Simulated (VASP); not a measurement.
# NbInS4 (P-6m2) in VASP: relaxation of cell and atoms with PBE

Aim: the relaxation of cell and atoms of NbInS4 with PBE.

Everything below comes from runs of VASP 6.6.1. Logs are shortened: lines on timing, memory, paths and dates and some standing lists are left out, and cuts for length are marked.

## (1) The cell of the first run

Symmetry: P-6m2, No. 187, hexagonal system. Conventional cell: a = 5.763 Å, b = 5.763 Å, c = 4.709 Å, α = 90.00°, β = 90.00°, γ = 120.00°. Nb (site symmetry -6m2) has 3 In at 3.33 Å and 15 S at 3.33 to 3.72 Å within 4.4 Å. In (site symmetry -6m2) has 9 S at 2.90 to 3.33 Å and 3 Nb at 3.33 Å within 3.8 Å. S (site symmetry -6m2) has 6 S at 2.86 Å and 3 In at 3.33 Å and 3 Nb at 3.33 Å within 3.8 Å. Within 3.8 Å of S (site symmetry mm2) lie 6 S at 2.82 to 2.94 Å and 2 In at 2.90 Å and 4 Nb at 3.72 Å.

The cell was built from a structure type or drawn by symmetry, and may not be a known phase.

## (2) Relaxation of cell and atoms, PBE, collinear spin

INCAR reads:

```
  ALGO = Normal
  EDIFF = 1E-6
  EDIFFG = -0.04
  ENCUT = 600
  GGA = PE
  IBRION = 2
  ISIF = 3
  ISMEAR = 0
  ISPIN = 2
  LASPH = T
  LCHARG = F
  LMAXMIX = 4
  LORBIT = 11
  LREAL = F
  LWAVE = F
  MAGMOM = 2.55 0.18 -0.08 0.06 0.06 0.06
  NELM = 150
  NSW = 90
  PREC = Accurate
  SIGMA = 0.1
```

KPOINTS reads:

```
k-points
0
Gamma
  3 3 4
```

POSCAR reads:

```
NbInS4
1.0
    5.7629520900      0.0000000000      0.0000000000
   -2.8814760400      4.9908629100      0.0000000000
    0.0000000000      0.0000000000      4.7089266200
Nb In S
1 1 4
Direct
    0.6666666700      0.3333333300      0.0000000000
    0.0000000000      0.0000000000      0.0000000000
    0.3333333300      0.6666666700      0.0000000000
    0.6595750800      0.8297875400      0.5000000000
    0.1702124600      0.8297875400      0.5000000000
    0.1702124600      0.3404249200      0.5000000000
```

Potentials or basis: VASP PAW PBE potentials, release 64 (Nb_sv, In_d, S).

Run with:

```sh
> cat potpaw_PBE.64/Nb_sv/POTCAR potpaw_PBE.64/In_d/POTCAR potpaw_PBE.64/S/POTCAR > POTCAR
> mpirun -np 1 vasp_std > vasp.out
```

OUTCAR:

```text
EDIFF = 1E-6
   EDIFFG = -0.04
   ENCUT = 600
   GGA = PE
   IBRION = 2
   ISIF = 3
   ISMEAR = 0
   ISPIN = 2
   LASPH = T
   LORBIT = 11
   LREAL = F
   NELM = 150
   NSW = 90
   PREC = Accurate

 ion  position               nearest neighbor table
   1  0.667  0.333  0.000-   2 3.33   2 3.33   2 3.33
   2  0.000  0.000  0.000-   5 2.90   5 2.90   6 2.90   6 2.90   4 2.90   4 2.90   1 3.33   3 3.33
                             3 3.33   1 3.33   1 3.33   3 3.33
   3  0.333  0.667  0.000-   2 3.33   2 3.33   2 3.33
   4  0.660  0.830  0.500-   2 2.90   2 2.90
   5  0.170  0.830  0.500-   2 2.90   2 2.90
   6  0.170  0.340  0.500-   2 2.90   2 2.90

  LATTYP: Found a hexagonal cell.
 ALAT       =     5.7629520900
 C/A-ratio  =     0.8171032045

  Lattice vectors:

 A1 = (   5.7629520900,   0.0000000000,   0.0000000000)
 A2 = (  -2.8814760400,   4.9908629100,   0.0000000000)
 A3 = (   0.0000000000,   0.0000000000,   4.7089266200)

Analysis of symmetry for initial positions (statically):
=====================================================================
 Subroutine PRICEL returns:
 Original cell was already a primitive cell.

 Routine SETGRP: Setting up the symmetry group for a
 hexagonal supercell.

 Subroutine GETGRP returns: Found 12 space group operations
 (whereof 12 operations were pure point group operations)
 out of a pool of 24 trial point group operations.

The static configuration has the point symmetry D_3h.

Analysis of symmetry for dynamics (positions and initial velocities):
=====================================================================
 Subroutine PRICEL returns:
 Original cell was already a primitive cell.

 Routine SETGRP: Setting up the symmetry group for a
 hexagonal supercell.

 Subroutine GETGRP returns: Found 12 space group operations
 (whereof 12 operations were pure point group operations)
 out of a pool of 24 trial point group operations.

The dynamic configuration has the point symmetry D_3h.

Analysis of structural, dynamic, and magnetic symmetry:
=====================================================================
 Subroutine PRICEL returns:
 Original cell was already a primitive cell.

 Routine SETGRP: Setting up the symmetry group for a
 hexagonal supercell.

 Subroutine GETGRP returns: Found 12 space group operations
 (whereof 12 operations were pure point group operations)
 out of a pool of 24 trial point group operations.

The overall configuration has the point symmetry D_3h.

 Subroutine INISYM returns: Found 12 space group operations
 (whereof 12 operations are pure point group operations),
 and found     1 'primitive' translations

----------------------------------------------------------------------------------------

                                     Primitive cell

  volume of cell :     135.4386

  direct lattice vectors                    reciprocal lattice vectors
     5.762952090  0.000000000  0.000000000     0.173522178  0.100183076  0.000000000
    -2.881476040  4.990862910  0.000000000     0.000000000  0.200366153  0.000000000
     0.000000000  0.000000000  4.708926620     0.000000000  0.000000000  0.212362621

  length of vectors
     5.762952090  5.762952087  4.708926620     0.200366153  0.200366153  0.212362621

  position of ions in fractional coordinates (direct lattice)
     0.666666670  0.333333330  0.000000000
     0.000000000  0.000000000  0.000000000
     0.333333330  0.666666670  0.000000000
     0.659575080  0.829787540  0.500000000
     0.170212460  0.829787540  0.500000000
     0.170212460  0.340424920  0.500000000

  ion indices of the primitive-cell ions
   primitive index   ion index
                 1           1
                 2           2
                 3           3
                 4           4
                 5           5
                 6           6

----------------------------------------------------------------------------------------

 KPOINTS: k-points

Automatic generation of k-mesh.
 Grid dimensions read from file:
 generate k-points for:    3    3    4

 Generating k-lattice:

  Cartesian coordinates                     Fractional coordinates (reciprocal lattice)
     0.057840726  0.033394359  0.000000000     0.333333333 -0.000000000  0.000000000
     0.000000000  0.066788718  0.000000000     0.000000000  0.333333333  0.000000000
     0.000000000  0.000000000  0.053090655     0.000000000  0.000000000  0.250000000

  Length of vectors
     0.066788718  0.066788718  0.053090655

  Shift w.r.t. Gamma in fractional coordinates (k-lattice)
     0.000000000  0.000000000  0.000000000

 Subroutine IBZKPT returns following result:
 ===========================================

 Found      9 irreducible k-points:

 Following reciprocal coordinates:
            Coordinates               Weight
  0.000000  0.000000  0.000000      1.000000
  0.333333  0.000000  0.000000      6.000000
  0.333333  0.333333  0.000000      2.000000
  0.000000  0.000000  0.250000      2.000000
  0.333333  0.000000  0.250000     12.000000
  0.333333  0.333333  0.250000      4.000000
  0.000000  0.000000  0.500000      1.000000
  0.333333  0.000000  0.500000      6.000000
  0.333333  0.333333  0.500000      2.000000
   k-points           NKPTS =      9   k-points in BZ     NKDIM =      9   number of bands    NBANDS=     31
   number of dos      NEDOS =    301   number of ions     NIONS =      6
   total plane-waves  NPLWV =  92160
   dimension x,y,z NGX =    48 NGY =   48 NGZ =   40
   dimension x,y,z NGXF=    96 NGYF=   96 NGZF=   80
   ions per type =               1   1   4
   NGX,Y,Z   is equivalent  to a cutoff of  13.85, 13.85, 14.12 a.u.
   NGXF,Y,Z  is equivalent  to a cutoff of  27.69, 27.69, 28.24 a.u.
 SYSTEM =  unknown system
   PREC   = accura    normal or accurate (medium, high low for compatibility)
   ISTART =      0    job   : 0-new  1-cont  2-samecut
   ICHARG =      2    charge: 1-file 2-atom 10-const
   ISPIN  =      2    spin polarized calculation?
   LNONCOLLINEAR =      F non collinear calculations
   LSORBIT =      F    spin-orbit coupling
   LASPH  =      T    aspherical Exc in radial PAW
   ENCUT  =  600.0 eV  44.10 Ry    6.64 a.u.  11.51 11.51  9.40*2*pi/ulx,y,z
   NELM   =    150;   NELMIN=  2; NELMDL= -5     # of ELM steps
   EDIFF  = 0.1E-05   stopping-criterion for ELM
   LREAL  =      F    real-space projection
   EDIFFG = -.4E-01   stopping-criterion for IOM
   NSW    =     90    number of steps for IOM
   IBRION =      2    ionic relax: 0-MD 1-quasi-New 2-CG
   NFREE  =      1    steps in history (QN), initial steepest desc. (CG)
   ISIF   =      3    stress and relaxation
   ISYM   =      2    0-nonsym 1-usesym 2-fastsym
   POTIM  = 0.5000    time-step for ionic-motion
   TEBEG  =    0.0;   TEEND  =   0.0 temperature during run
   PSTRESS=    0.0 pullay stress
   NELECT =      50.0000    total number of electrons
   NUPDOWN=      -1.0000    fix difference up-down
   EMIN   =  10.00;   EMAX   =-10.00  energy-range for DOS
   EFERMI =   0.00;   METHOD = LEGACY
   ISMEAR =     0;   SIGMA  =   0.10  broadening in eV -4-tet -1-fermi 0-gaus
   EFERMI_NEDOS =   21; number of points for ismear=-14 and -15
   IALGO  =     38    algorithm
   IMIX   =      4    mixing-type and parameters
     AMIX     =   0.40;   BMIX     =  1.00
     AMIX_MAG =   1.60;   BMIX_MAG =  1.00
  volume/ion in A,a.u.               =      22.57       152.33
  Fermi-wavevector in a.u.,A,eV,Ry     =   1.174403  2.219301 18.765474  1.379223
  Thomas-Fermi vector in A             =   2.310801
   LORBIT       =     11    0 simple, 1 ext, 2 COOP (PROOUT), +10 PAW based schemes
   GGA     = PE    functional components
   LHFCALC =     F    Hartree Fock is set to
   AEXX    =    0.0000 exact exchange contribution
   IVDW    =     0    specifies the selected vdW correction
   LEPSILON=     F    determine dielectric tensor
   LRPA    =     F    only Hartree local field effects (RPA)
 conjugate gradient relaxation of ions
 spin polarized calculation
 Gauss-broadening in eV      SIGMA  =   0.10
  energy-cutoff  :      600.00
  volume of cell :      135.44
 maximum number of plane-waves:      4538
 NGX is ok and might be reduce to    48
   NGX = 23   NGY = 23   NGZ = 19

--------------------------------------- Ionic step        1  -------------------------------------------

 number of electron      49.9999996 magnetization       2.4887449

 Free energy of the ion-electron system (eV)
  ---------------------------------------------------
  ext. energy  EPLUGINS =         0.00000000
  ---------------------------------------------------
  free energy    TOTEN  =       -22.54854913 eV

  energy without entropy =      -22.51110851  energy(sigma->0) =      -22.52982882

------------------------ aborting loop because EDIFF is reached ----------------------------------------

  FORCE on cell =-STRESS in cart. coord.  units (eV):
  Direction    XX          YY          ZZ          XY          YZ          ZX
  --------------------------------------------------------------------------------------
  -------------------------------------------------------------------------------------
  Total       -5.6484903     -5.6484903     -3.6701566     -0.0000000      0.0000000      0.0000000
  in kB      -66.8190660    -66.8190659    -43.4162801     -0.0000001      0.0000000      0.0000000
  external PRESSURE =     -59.0181373 kB  Pullay stress =       0.0000000 kB
[... 1352 lines left out ...]
     30       8.5451      0.00000
     31      10.1339      0.00000

[... ionic steps 4 to 22 ...]

--------------------------------------- Ionic step       23  -------------------------------------------

 number of electron      50.0000023 magnetization       3.9923805

------------------------ aborting loop because EDIFF is reached ----------------------------------------
[... 75 lines left out ...]
--------------------------------------- Ionic step       25  -------------------------------------------

 number of electron      50.0000026 magnetization       3.9927548

 Free energy of the ion-electron system (eV)
  ---------------------------------------------------
  ext. energy  EPLUGINS =         0.00000000
  ---------------------------------------------------
  free energy    TOTEN  =       -24.62097623 eV

  energy without entropy =      -24.60263619  energy(sigma->0) =      -24.61180621

 E-fermi :   4.5716     XC(G=0):  -8.9453

 val. band max:        4.5401792939   @ k =   0.3333   0.3333   0.0000
 cond. band min:       4.6033751895   @ k =   0.3333   0.3333   0.5000
 fundamental gap:      0.0631958956
 Fermi energy:         4.5716126147
[... 648 lines left out ...]
  FREE ENERGIE OF THE ION-ELECTRON SYSTEM (eV)
  ---------------------------------------------------
  free  energy   TOTEN  =       -24.6209762326 eV

  energy  without entropy=      -24.6026361936  energy(sigma->0) =      -24.61180621

 reached required accuracy - stopping structural energy minimisation

 total charge

# of ion       s       p       d       tot
------------------------------------------
    1        2.132   5.917   2.569  10.618
    2        1.060   0.463   9.860  11.383
    3        1.375   2.231   0.000   3.605
    4        1.385   2.223   0.000   3.608
    5        1.385   2.223   0.000   3.608
    6        1.385   2.223   0.000   3.608
--------------------------------------------------
tot          8.721  15.281  12.429  36.431

 magnetization (x)

# of ion       s       p       d       tot
------------------------------------------
    1        0.071   0.023   2.205   2.299
    2       -0.024   0.194   0.022   0.192
    3        0.022  -0.100   0.000  -0.078
    4        0.006   0.050   0.000   0.056
    5        0.006   0.050   0.000   0.056
    6        0.006   0.050   0.000   0.056
--------------------------------------------------
tot          0.088   0.266   2.228   2.582
```

Wall time 32 min (1 thread of Oxide Virtual Turin-like, shared host); peak memory 0.39 GiB.

Results:

```yaml
Free_energy: -24.6210 eV
Relaxed_volume: 26.13 Å³/atom
Relaxed_cell: a = 5.052 Å, b = 5.052 Å, c = 7.093 Å, α = 90.00°, β = 90.00°, γ = 120.00°
Space_group_after_relaxing_to_0.1_Å: P-6m2 (No. 187)
Energy_gained_by_relaxing: 345.4 meV/atom
Ionic_steps: 25
Pressure_after_relaxing: -0.1 GPa
Largest_force_after_relaxing: 0.006 eV/Å
Band_gap_on_the_k_mesh: zero (filled and empty bands overlap)
Net_moment: 3.99 μB per cell
Site_moments: Nb +2.30; In +0.19; S -0.08, +0.06 (each value once) μB
Valence_electrons_inside_the_program's_atomic_spheres: Nb 10.62; In 11.38; S 3.60, 3.61 (each value once)
```

Forces on the atoms (eV/Å):
```
Nb   0.000  0.000  0.000
In   0.000  0.000  0.000
S    0.000  0.000  0.000
S    0.005  0.003  0.000
S   -0.005  0.003  0.000
S    0.000 -0.006  0.000
```

The path:
```tsv
step	energy change (eV)	largest force (eV/Å)	pressure (GPa)	volume (Å³)
1	0.0000	0.3258	-5.90	135.44
2	-0.3619	0.1808	-0.05	119.77
3	-0.3630	0.1652	0.37	118.99
4	-0.4060	0.0226	0.32	118.91
5	-0.5195	0.1352	0.69	118.45
6	-0.7549	0.2268	4.37	116.64
7	-0.2531	1.8908	21.38	109.86
8	-0.8571	0.6387	6.17	115.50
9	-0.9076	0.1471	11.64	112.97
10	-0.9119	0.1345	11.69	113.02
11	-0.9242	0.0970	11.84	113.18
12	-0.9433	0.0003	12.23	113.47
13	-0.9497	0.3016	13.27	114.03
14	-0.9783	0.2990	13.04	114.44
15	-1.0607	0.2924	12.35	115.68
16	-1.2104	0.2740	11.02	118.18
17	-1.4750	0.2561	8.78	123.24
18	-1.7926	0.2638	5.52	133.65
19	-2.0081	0.4674	1.94	155.60
20	-2.0447	0.0249	0.91	155.89
21	-2.0542	0.3197	0.06	156.14
22	-2.0593	0.2766	0.02	156.24
23	-2.0697	0.1364	-0.08	156.54
24	-2.0671	0.1848	-0.17	157.11
25	-2.0724	0.0061	-0.13	156.79
```

Final structure:
```
Nb In S
1.0
     5.05212    0.00000    0.00000
    -2.52606    4.37527    0.00000
     0.00000    0.00000    7.09300
Nb In S
1 1 4
Direct
  0.66667 0.33333 0.00000
  0.00000 0.00000 0.00000
  0.33333 0.66667 0.00000
  0.72210 0.86105 0.50000
  0.13895 0.86105 0.50000
  0.13895 0.27790 0.50000
```

Caveat: the k points lie up to 0.48 Å⁻¹ apart in the final cell, too coarse for converged energies and pressures of a metal; the volume moved by over 15 % at a fixed basis, so the end points are rough; spin-orbit coupling is left out, which moves the levels of the heavy elements.
